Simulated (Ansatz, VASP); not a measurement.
# Two plane-wave programs on CsSnI3

```xyz
5
Lattice="6.2057 0.0000 0.0000 0.0000 6.2057 0.0000 0.0000 0.0000 6.2057" Properties=species:S:1:pos:R:3 pbc="T T T"
Cs    0.0000    0.0000    0.0000
Sn    3.1029    3.1029    3.1029
I     0.0000    3.1029    3.1029
I     3.1029    0.0000    3.1029
I     3.1029    3.1029    0.0000
```

Alike in both runs: task relaxation of cell and atoms; functional PBE; k mesh 6 × 6 × 6; occupations gaussian, width 0.02 eV; no spin polarisation.

```csv
,VASP,Ansatz
version,VASP 6.6.1,Ansatz 0.2.0
potentials or method,"VASP PAW PBE potentials, release 64 (Cs_sv, Sn_d, I), cutoff 600 eV","scalar-relativistic, plane waves, PAW"
valence electrons in the cell,44,74
```

Ansatz gave:

| Item | Value |
| --- | --- |
| gap on the k mesh at the Fermi level, each at its own relaxed structure (eV) | 0.48 |
| relaxed volume (Å³/atom) | 49.61 |
| relaxed length of the cell vector where the two differ most in proportion (Å) | 6.283 |

Problem. What did VASP give for the same quantities?

Solution. gap on the k mesh at the Fermi level, each at its own relaxed structure (eV): 0.48; relaxed volume (Å³/atom): 49.70; relaxed length of the cell vector where the two differ most in proportion (Å): 6.287.

VASP's potentials hold 44 valence electrons a cell and Ansatz's 74, so a difference there can come from the potentials and not from the codes.

Spin-orbit coupling is off throughout.
